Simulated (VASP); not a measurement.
# MgS (Fm-3m) in VASP: settings compared

MgS is run at these levels: LDA, PBEsol, r2SCAN; tasks: single point.

All numbers are computed with VASP 6.6.1; they aren't measurements. Logs are shortened: lines on timing, memory, paths and dates and some standing lists are left out, and cuts for length are marked.

## Step 1: The cell of the first run

It takes space group Fm-3m (No. 225, cubic). Conventional cell: a = 5.203 Å, b = 5.203 Å, c = 5.203 Å, α = 90.00°, β = 90.00°, γ = 90.00°. Mg (site symmetry m-3m) has 6 S at 2.60 Å within 3.4 Å. S (site symmetry m-3m) has 6 Mg at 2.60 Å within 3.4 Å.

## Step 2: Single point, LDA

INCAR reads:

```
SYSTEM = MgS
ALGO     = Normal         ! electronic algorithm
EDIFF    = 1E-6           ! SCF threshold, eV
ENCUT    = 520            ! plane-wave cutoff, eV
ISIF     = 2              ! what is computed and relaxed
ISMEAR   = 0              ! smearing method
LASPH    = .TRUE.         ! aspherical terms in the spheres
LCHARG   = .FALSE.        ! write CHGCAR
LREAL    = .FALSE.        ! projectors in reciprocal space
LWAVE    = .FALSE.        ! write WAVECAR
NBANDS   = 11             ! bands
NELM     = 80             ! most SCF steps
PREC     = Accurate       ! precision mode
SIGMA    = 0.01           ! smearing width, eV
```

KPOINTS reads:

```
k-points
0
G
  8 8 8
  0 0 0
```

POSCAR reads:

```
MgS
1.0
    0.0000000000      2.6015176528      2.6015176528
    2.6015176528      0.0000000000      2.6015176528
    2.6015176528      2.6015176528      0.0000000000
Mg S
1 1
Direct
    0.0000000000      0.0000000000      0.0000000000
    0.5000000000      0.5000000000      0.5000000000
```

Potentials or basis: VASP PAW LDA potentials, release 64 (Mg, S).

Command:

```console
$ cat potpaw_LDA.64/Mg/POTCAR potpaw_LDA.64/S/POTCAR > POTCAR
$ mpirun -np 1 vasp_std > vasp.out
```

OUTCAR:

```text
SYSTEM = MgS
   EDIFF = 1E-6
   ENCUT = 520
   ISIF = 2
   ISMEAR = 0
   LASPH = .TRUE.
   LREAL = .FALSE.
   NELM = 80
   PREC = Accurate

 ion  position               nearest neighbor table
   1  0.000  0.000  0.000-   2 2.60   2 2.60   2 2.60   2 2.60   2 2.60   2 2.60
   2  0.500  0.500  0.500-   1 2.60   1 2.60   1 2.60   1 2.60   1 2.60   1 2.60

  LATTYP: Found a face centered cubic cell.
 ALAT       =     5.2030353056

  Lattice vectors:

 A1 = (   0.0000000000,   2.6015176528,   2.6015176528)
 A2 = (   2.6015176528,   0.0000000000,   2.6015176528)
 A3 = (   2.6015176528,   2.6015176528,   0.0000000000)

Analysis of symmetry for initial positions (statically):
=====================================================================
 Subroutine PRICEL returns:
 Original cell was already a primitive cell.

 Routine SETGRP: Setting up the symmetry group for a
 face centered cubic supercell.

 Subroutine GETGRP returns: Found 48 space group operations
 (whereof 48 operations were pure point group operations)
 out of a pool of 48 trial point group operations.

The static configuration has the point symmetry O_h .

Analysis of symmetry for dynamics (positions and initial velocities):
=====================================================================
 Subroutine PRICEL returns:
 Original cell was already a primitive cell.

 Routine SETGRP: Setting up the symmetry group for a
 face centered cubic supercell.

 Subroutine GETGRP returns: Found 48 space group operations
 (whereof 48 operations were pure point group operations)
 out of a pool of 48 trial point group operations.

The dynamic configuration has the point symmetry O_h .

 Subroutine INISYM returns: Found 48 space group operations
 (whereof 48 operations are pure point group operations),
 and found     1 'primitive' translations

----------------------------------------------------------------------------------------

                                     Primitive cell

  volume of cell :      35.2136

  direct lattice vectors                    reciprocal lattice vectors
     0.000000000  2.601517653  2.601517653    -0.192195505  0.192195505  0.192195505
     2.601517653  0.000000000  2.601517653     0.192195505 -0.192195505  0.192195505
     2.601517653  2.601517653  0.000000000     0.192195505  0.192195505 -0.192195505

  length of vectors
     3.679101547  3.679101547  3.679101547     0.332892380  0.332892380  0.332892380

  position of ions in fractional coordinates (direct lattice)
     0.000000000  0.000000000  0.000000000
     0.500000000  0.500000000  0.500000000

  ion indices of the primitive-cell ions
   primitive index   ion index
                 1           1
                 2           2

----------------------------------------------------------------------------------------

 KPOINTS: k-points

Automatic generation of k-mesh.
 Grid dimensions read from file:
 generate k-points for:    8    8    8

 Generating k-lattice:

  Cartesian coordinates                     Fractional coordinates (reciprocal lattice)
    -0.024024438  0.024024438  0.024024438     0.125000000  0.000000000  0.000000000
     0.024024438 -0.024024438  0.024024438     0.000000000  0.125000000  0.000000000
     0.024024438  0.024024438 -0.024024438     0.000000000  0.000000000  0.125000000

  Length of vectors
     0.041611548  0.041611548  0.041611548

  Shift w.r.t. Gamma in fractional coordinates (k-lattice)
     0.000000000  0.000000000  0.000000000

 Subroutine IBZKPT returns following result:
 ===========================================

 Found     29 irreducible k-points:

 Following reciprocal coordinates:
            Coordinates               Weight
  0.000000  0.000000  0.000000      1.000000
  0.125000  0.000000  0.000000      8.000000
  0.250000  0.000000  0.000000      8.000000
  0.375000  0.000000  0.000000      8.000000
  0.500000  0.000000  0.000000      4.000000
  0.125000  0.125000  0.000000      6.000000
[... 16 lines left out ...]
  0.500000  0.250000  0.125000     48.000000
 -0.375000  0.250000  0.125000     24.000000
 [... further k-points ...]
   k-points           NKPTS =     29   k-points in BZ     NKDIM =     29   number of bands    NBANDS=     11
   number of dos      NEDOS =    301   number of ions     NIONS =      2
   total plane-waves  NPLWV =  21952
   dimension x,y,z NGX =    28 NGY =   28 NGZ =   28
   dimension x,y,z NGXF=    56 NGYF=   56 NGZF=   56
   ions per type =               1   1
   NGX,Y,Z   is equivalent  to a cutoff of  12.65, 12.65, 12.65 a.u.
   NGXF,Y,Z  is equivalent  to a cutoff of  25.30, 25.30, 25.30 a.u.
 SYSTEM =  MgS
   PREC   = accura    normal or accurate (medium, high low for compatibility)
   ISTART =      0    job   : 0-new  1-cont  2-samecut
   ICHARG =      2    charge: 1-file 2-atom 10-const
   ISPIN  =      1    spin polarized calculation?
   LNONCOLLINEAR =      F non collinear calculations
   LSORBIT =      F    spin-orbit coupling
   LASPH  =      T    aspherical Exc in radial PAW
   ENCUT  =  520.0 eV  38.22 Ry    6.18 a.u.   6.84  6.84  6.84*2*pi/ulx,y,z
   NELM   =     80;   NELMIN=  2; NELMDL= -5     # of ELM steps
   EDIFF  = 0.1E-05   stopping-criterion for ELM
   LREAL  =      F    real-space projection
   EDIFFG = 0.1E-04   stopping-criterion for IOM
   NSW    =      0    number of steps for IOM
   IBRION =     -1    ionic relax: 0-MD 1-quasi-New 2-CG
   NFREE  =      0    steps in history (QN), initial steepest desc. (CG)
   ISIF   =      2    stress and relaxation
   ISYM   =      2    0-nonsym 1-usesym 2-fastsym
   POTIM  = 0.5000    time-step for ionic-motion
   TEBEG  =    0.0;   TEEND  =   0.0 temperature during run
   PSTRESS=    0.0 pullay stress
   NELECT =       8.0000    total number of electrons
   NUPDOWN=      -1.0000    fix difference up-down
   EMIN   =  10.00;   EMAX   =-10.00  energy-range for DOS
   EFERMI =   0.00;   METHOD = LEGACY
   ISMEAR =     0;   SIGMA  =   0.01  broadening in eV -4-tet -1-fermi 0-gaus
   EFERMI_NEDOS =   21; number of points for ismear=-14 and -15
   IALGO  =     38    algorithm
   IMIX   =      4    mixing-type and parameters
     AMIX     =   0.40;   BMIX     =  1.00
     AMIX_MAG =   1.60;   BMIX_MAG =  1.00
  volume/ion in A,a.u.               =      17.61       118.82
  Fermi-wavevector in a.u.,A,eV,Ry     =   0.998929  1.887703 13.576704  0.997860
  Thomas-Fermi vector in A             =   2.131186
   LORBIT       =      0    0 simple, 1 ext, 2 COOP (PROOUT), +10 PAW based schemes
   GGA     = CA    functional components
   LHFCALC =     F    Hartree Fock is set to
   AEXX    =    0.0000 exact exchange contribution
   IVDW    =     0    specifies the selected vdW correction
   LEPSILON=     F    determine dielectric tensor
   LRPA    =     F    only Hartree local field effects (RPA)
 non-spin polarized calculation
 Gauss-broadening in eV      SIGMA  =   0.01
  energy-cutoff  :      520.00
  volume of cell :       35.21
 maximum number of plane-waves:       960
   NGX = 13   NGY = 13   NGZ = 13

 number of electron       8.0000000 magnetization

 Free energy of the ion-electron system (eV)
  ---------------------------------------------------
  ext. energy  EPLUGINS =         0.00000000
  ---------------------------------------------------
  free energy    TOTEN  =        -9.57145675 eV

  energy without entropy =       -9.57145675  energy(sigma->0) =       -9.57145675

 E-fermi :   3.6342     XC(G=0):  -9.9886

 val. band max:        3.5820265193   @ k =   0.0000   0.0000   0.0000
 cond. band min:       6.1405015252   @ k =   0.5000   0.5000   0.0000
 fundamental gap:      2.5584750059
 Fermi energy:         3.6342332037

 k-point     1 :       0.0000    0.0000    0.0000
  band No.  band energies     occupation
      1      -9.0592      2.00000
      2       3.5820      2.00000
      3       3.5820      2.00000
      4       3.5820      2.00000
      5       7.0752      0.00000
      6      11.4195      0.00000
      7      11.4195      0.00000
      8      11.4195      0.00000
      9      13.8479      0.00000
     10      13.8479      0.00000
     11      15.9362      0.00000

 k-point     2 :       0.1250    0.0000    0.0000
  band No.  band energies     occupation
      1      -8.9058      2.00000
      2       2.5042      2.00000
      3       3.4799      2.00000
      4       3.4799      2.00000
      5       7.8955      0.00000
      6      11.0925      0.00000
      7      11.6652      0.00000
      8      11.6652      0.00000
      9      13.1660      0.00000
     10      13.1660      0.00000
     11      15.9876      0.00000

 k-point     3 :       0.2500    0.0000    0.0000
  band No.  band energies     occupation
      1      -8.4899      2.00000
      2       0.7220      2.00000
      3       3.2578      2.00000
      4       3.2578      2.00000
      5       8.3579      0.00000
      6      11.2532      0.00000
      7      11.2532      0.00000
      8      11.7288      0.00000
      9      13.7514      0.00000
     10      13.7514      0.00000
     11      15.1920      0.00000

 k-point     4 :       0.3750    0.0000    0.0000
  band No.  band energies     occupation
      1      -7.9797      2.00000
      2      -0.7389      2.00000
      3       3.0627      2.00000
      4       3.0627      2.00000
      5       8.0954      0.00000
      6      10.5738      0.00000
      7      10.5738      0.00000
      8      13.1227      0.00000
      9      14.9351      0.00000
     10      15.7250      0.00000
     11      15.7250      0.00000

 k-point     5 :       0.5000    0.0000    0.0000
  band No.  band energies     occupation
      1      -7.7247      2.00000
      2      -1.3265      2.00000
      3       2.9883      2.00000
      4       2.9883      2.00000
      5       7.9588      0.00000
      6      10.3239      0.00000
      7      10.3239      0.00000
      8      13.4274      0.00000
      9      15.5254      0.00000
     10      17.9578      0.00000
     11      17.9578      0.00000
[... 211 lines left out ...]
 k-point    21 :       0.5000    0.5000    0.0000
  band No.  band energies     occupation
      1      -7.3462      2.00000
      2      -0.6718      2.00000
      3       1.8735      2.00000
      4       1.8735      2.00000
      5       6.1405      0.00000
      6       7.8332      0.00000
      7      15.3754      0.00000
      8      16.3389      0.00000
      9      16.6733      0.00000
     10      16.6733      0.00000
     11      19.4323      0.00000

 k-point    22 :       0.3750    0.2500    0.1250
  band No.  band energies     occupation
      1      -8.1639      2.00000
      2       0.4582      2.00000
      3       2.0993      2.00000
      4       2.8969      2.00000
      5       9.1834      0.00000
      6       9.9497      0.00000
      7      10.5016      0.00000
      8      12.6115      0.00000
      9      13.5921      0.00000
     10      16.4480      0.00000
     11      18.1727      0.00000

 k-point    23 :       0.5000    0.2500    0.1250
  band No.  band energies     occupation
      1      -7.7322      2.00000
      2      -0.3947      2.00000
      3       1.5538      2.00000
      4       2.5768      2.00000
      5       9.0180      0.00000
      6       9.8178      0.00000
      7      11.2508      0.00000
      8      12.4156      0.00000
      9      15.0927      0.00000
     10      17.6391      0.00000
     11      18.2615      0.00000

 k-point    24 :      -0.3750    0.2500    0.1250
  band No.  band energies     occupation
      1      -7.5249      2.00000
      2      -0.7947      2.00000
      3       1.4091      2.00000
      4       2.4120      2.00000
      5       8.9717      0.00000
      6       9.5340      0.00000
      7      11.8429      0.00000
      8      12.8658      0.00000
      9      15.6848      0.00000
     10      16.6233      0.00000
     11      18.9404      0.00000

 [... further k-points ...]
[... 5 lines left out ...]
  --------------------------------------------------------------------------------------
  -------------------------------------------------------------------------------------
  Total       -0.8439199     -0.8439199     -0.8439199      0.0000000      0.0000000     -0.0000000
  in kB      -38.3973717    -38.3973717    -38.3973717      0.0000000      0.0000000     -0.0000000
  external PRESSURE =     -38.3973717 kB  Pullay stress =       0.0000000 kB

 VOLUME and BASIS-vectors are now :
 -----------------------------------------------------------------------------
  energy-cutoff  :      520.00
  volume of cell :       35.21
      direct lattice vectors                 reciprocal lattice vectors
     0.000000000  2.601517653  2.601517653    -0.192195505  0.192195505  0.192195505
     2.601517653  0.000000000  2.601517653     0.192195505 -0.192195505  0.192195505
     2.601517653  2.601517653  0.000000000     0.192195505  0.192195505 -0.192195505

 POSITION                                       TOTAL-FORCE (eV/Angst)
 -----------------------------------------------------------------------------------
      0.00000      0.00000      0.00000        -0.000000     -0.000000     -0.000000
      2.60152      2.60152      2.60152         0.000000      0.000000      0.000000
 -----------------------------------------------------------------------------------
    total drift:                                0.000000      0.000000      0.000000

  FREE ENERGIE OF THE ION-ELECTRON SYSTEM (eV)
  ---------------------------------------------------
  free  energy   TOTEN  =        -9.5714567495 eV

  energy  without entropy=       -9.5714567495  energy(sigma->0) =       -9.57145675
```

Run time: 4.3 s. Hardware: 1 thread of Intel Xeon 6975P-C (Granite Rapids), shared host; peak memory 0.14 GiB.

What came out:

| Property | Result |
| --- | --- |
| Free energy | -9.5715 eV |
| Pressure | -3.8 GPa |
| Band gap on the k mesh | 2.56 eV, indirect (least direct gap 3.49 eV) |

A k mesh can miss the band edges.

## Step 3: Single point, PBEsol

This run uses another cell than the first one, of 17.39 Å³/atom, 0.988 times its volume.

INCAR reads:

```
PREC = Accurate
ENCUT = 520
EDIFF = 1E-6
ISMEAR = -1
SIGMA = 0.02
LREAL = False
LASPH = True
NELM = 80
ALGO = Normal
ISIF = 2
LWAVE = False
LCHARG = False
GGA = PS
NBANDS = 11
```

KPOINTS reads:

```
Automatic mesh
0
Gamma
  8 8 8
```

POSCAR reads:

```
MgS
1.0
    0.0000000000      2.5908811305      2.5908811305
    2.5908811305      0.0000000000      2.5908811305
    2.5908811305      2.5908811305      0.0000000000
Mg S
1 1
Direct
    0.0000000000      0.0000000000      0.0000000000
    0.5000000000      0.5000000000      0.5000000000
```

Potentials or basis: VASP PAW PBE potentials, release 64 (Mg, S).

Command:

```console
$ cat potpaw_PBE.64/Mg/POTCAR potpaw_PBE.64/S/POTCAR > POTCAR
$ mpirun -np 1 vasp_std > vasp.out
```

It took 5 s on 1 thread of Intel Xeon 6975P-C (Granite Rapids), shared host; peak memory 0.15 GiB.

Results (log left out):

```
Free energy            : -9.0751 eV
Pressure               : -0.2 GPa
Band gap on the k mesh : 2.73 eV, indirect (least direct gap 3.69 eV)
```

Levels at points of the mesh, in eV from the valence-band top:
| k point | band 2 | band 3 | band 4 | band 5 | band 6 | band 7 |
| --- | --- | --- | --- | --- | --- | --- |
| (0.00, 0.00, 0.00) | 0.00 | 0.00 | 0.00 | 3.69 | 7.85 | 7.85 |
| (0.50, 0.00, 0.00) | -4.96 | -0.61 | -0.61 | 4.42 | 6.84 | 6.84 |
| (0.50, 0.50, 0.00) | -4.33 | -1.74 | -1.74 | 2.73 | 4.21 | 11.99 |

Caveat: the PAW data sets were made with another functional, which shifts forces and pressure a little.

## Step 4: Single point, r2SCAN

POSCAR reads:

```
MgS
1.0
    0.0000000000      2.6015176528      2.6015176528
    2.6015176528      0.0000000000      2.6015176528
    2.6015176528      2.6015176528      0.0000000000
Mg S
1 1
Direct
    0.0000000000      0.0000000000      0.0000000000
    0.5000000000      0.5000000000      0.5000000000
```

INCAR.step1 reads:

```
PREC = Accurate ; ENCUT = 520
ISMEAR = -1 ; SIGMA = 0.02
LREAL = False ; LASPH = True
NELM = 80 ; NBANDS = 11
GGA = PE ; ALGO = Normal
EDIFF = 1E-4 ; LWAVE = True
LCHARG = False
```

INCAR.step2 reads:

```
PREC = Accurate ; ENCUT = 520
EDIFF = 1E-7 ; ISMEAR = -1
SIGMA = 0.02 ; LREAL = False
LASPH = True ; NELM = 80
ALGO = Normal ; ISIF = 2
LWAVE = False ; LCHARG = False
METAGGA = R2SCAN ; LMIXTAU = True
NBANDS = 11 ; ISTART = 1
```

KPOINTS reads:

```
regular mesh
0
Gamma
  8 8 8
```

Command:

```console
$ cat potpaw_PBE.64/Mg/POTCAR potpaw_PBE.64/S/POTCAR > POTCAR
$ cp INCAR.step1 INCAR
$ mpirun -np 1 vasp_std > vasp.out
$ cp INCAR.step2 INCAR
$ mpirun -np 1 vasp_std > vasp.out
```

Wall time 32 s (1 thread of Intel Xeon 6975P-C (Granite Rapids), shared host); peak memory 0.17 GiB.

The run converged. Its results:

```yaml
Free_energy: -15.5105 eV
Pressure: -0.5 GPa
Band_gap_on_the_k_mesh: 3.43 eV, indirect (least direct gap 4.62 eV)
```

Levels at points of the mesh, in eV from the valence-band top:
```csv
k point,band 2,band 3,band 4,band 5,band 6,band 7
"(0.00, 0.00, 0.00)",0.00,0.00,0.00,4.62,8.53,8.53
"(0.50, 0.00, 0.00)",-4.88,-0.62,-0.62,5.22,7.50,7.50
"(0.50, 0.50, 0.00)",-4.27,-1.73,-1.73,3.43,4.93,13.14
```

Caveat: the PAW data sets were made with another functional, which shifts forces and pressure a little. r2SCAN opens gaps a little over a GGA but as a rule still falls short of measured ones.

## Step 5: Summary

| level | potentials or basis | cell | smearing | gap on the mesh (eV) | pressure (GPa) |
| --- | --- | --- | --- | --- | --- |
| LDA | VASP PAW LDA potentials, release 64 (Mg, S) | a = 3.679 Å, angles 60.0°, 2 atoms | gaussian 0.01 eV | 2.56 | -3.8 |
| PBEsol | VASP PAW PBE potentials, release 64 (Mg, S) | a = 3.664 Å, angles 60.0°, 2 atoms | fermi-dirac 0.02 eV | 2.73 | -0.2 |
| r2SCAN | VASP PAW PBE potentials, release 64 (Mg, S) | a = 3.679 Å, angles 60.0°, 2 atoms | fermi-dirac 0.02 eV | 3.43 | -0.5 |

Alike in all rows: task single point; no spin polarisation; k mesh 8 × 8 × 8; cutoff (eV) 520.

Caveats: the PAW data sets were made with another functional, which shifts forces and pressure a little (some runs).

Total energies depend on the potentials used, so only differences within one code and one set of settings carry meaning.
